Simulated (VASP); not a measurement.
KTe6Br:

```xyz
8
Lattice="5.9892 0.0000 0.0000 -2.9946 5.1868 0.0000 0.0000 0.0000 9.2928" Properties=species:S:1:pos:R:3 pbc="T T T"
K     0.0000    0.0000    4.6464
Te    2.9946    0.0000    6.1695
Te   -1.4973    2.5934    6.1695
Te    1.4973    2.5934    6.1695
Te   -1.4973    2.5934    3.1233
Te    2.9946    0.0000    3.1233
Te    1.4973    2.5934    3.1233
Br    0.0000    0.0000    0.0000
```

The cell was generated, and may not be a known phase.

| Item | Value |
| --- | --- |
| Program | VASP 6.6.1 |
| Task | relaxation of cell and atoms |
| Functional | PBE |
| Potentials or basis | VASP PAW PBE potentials, release 64 (K_sv, Te, Br) |
| Cutoff | 600 eV |
| k mesh | 3 × 3 × 2 |
| Occupations | gaussian, width 0.1 eV |
| Spin | no spin polarisation |

At the start: pressure 6.1 GPa; volume 36.09 Å³/atom.

Where does the relaxation end?

Over 32 steps the energy falls by 315.0 meV/atom and the volume is 41.27 Å³/atom (+14.4 %); space group P6/mmm (No. 191, to 0.1 Å) before and after.

Step by step:
| step | energy change (eV) | largest force (eV/Å) | pressure (GPa) | volume (Å³) |
| --- | --- | --- | --- | --- |
| 1 | 0.0000 | 0.2496 | 6.09 | 288.68 |
| 2 | -1.3284 | 0.6020 | -1.63 | 348.50 |
| 3 | -1.3309 | 0.5105 | -1.28 | 342.88 |
| 4 | -1.7723 | 0.2543 | -0.14 | 333.71 |
| 5 | -1.8769 | 1.1453 | 2.28 | 322.39 |
| 6 | -1.9648 | 0.0880 | 0.87 | 328.28 |
| 7 | -1.9505 | 0.8947 | 1.73 | 324.35 |
| 8 | -1.9821 | 0.3881 | 1.19 | 326.67 |
| 9 | -2.0902 | 0.2762 | 0.79 | 337.32 |
| 10 | -1.8851 | 2.7109 | 1.86 | 365.46 |
| 11 | -2.2263 | 0.2174 | 0.72 | 344.62 |
| 12 | -2.2960 | 1.0941 | 0.97 | 355.49 |
| 13 | -2.3157 | 0.5940 | 0.80 | 351.42 |
| 14 | -2.3177 | 0.7337 | 0.84 | 352.67 |
| 15 | -2.1747 | 1.0110 | -1.98 | 379.02 |
| 16 | -2.3739 | 0.0275 | -0.28 | 361.23 |
| 17 | -2.3984 | 0.1241 | -0.33 | 361.62 |
| 18 | -2.4113 | 0.2722 | -0.36 | 361.96 |
| 19 | -2.4276 | 0.1516 | -0.49 | 359.99 |
| 20 | -2.4562 | 0.1696 | -0.84 | 354.03 |
| 21 | -2.4597 | 0.2892 | -0.97 | 351.62 |
| 22 | -2.4687 | 0.2664 | -0.91 | 349.52 |
| 23 | -2.4909 | 0.1899 | -0.73 | 343.24 |
| 24 | -2.5038 | 0.0043 | -0.26 | 330.72 |
| 25 | -2.5055 | 0.0548 | -0.41 | 334.38 |
| 26 | -2.5055 | 0.0494 | -0.39 | 333.98 |
| 27 | -2.5083 | 0.0310 | -0.35 | 333.57 |
| 28 | -2.5147 | 0.0229 | -0.21 | 332.33 |
| 29 | -2.5182 | 0.1357 | 0.09 | 329.82 |
| 30 | -2.5185 | 0.1114 | 0.02 | 330.37 |
| 31 | -2.5197 | 0.0179 | -0.09 | 330.07 |
| 32 | -2.5198 | 0.0093 | -0.07 | 330.14 |

Final structure:
```
K Te Br
1.0
     7.35610    0.00000    0.00000
    -3.67805    6.37057    0.00000
     0.00000    0.00000    7.04476
K Te Br
1 6 1
Direct
  0.00000 0.00000 0.50000
  0.50000 0.00000 0.68290
  0.00000 0.50000 0.68290
  0.50000 0.50000 0.68290
  0.00000 0.50000 0.31710
  0.50000 0.00000 0.31710
  0.50000 0.50000 0.31710
  0.00000 0.00000 0.00000
```

Caveat: a cell axis changed by over 15 % at a fixed basis, so the end point is rough.
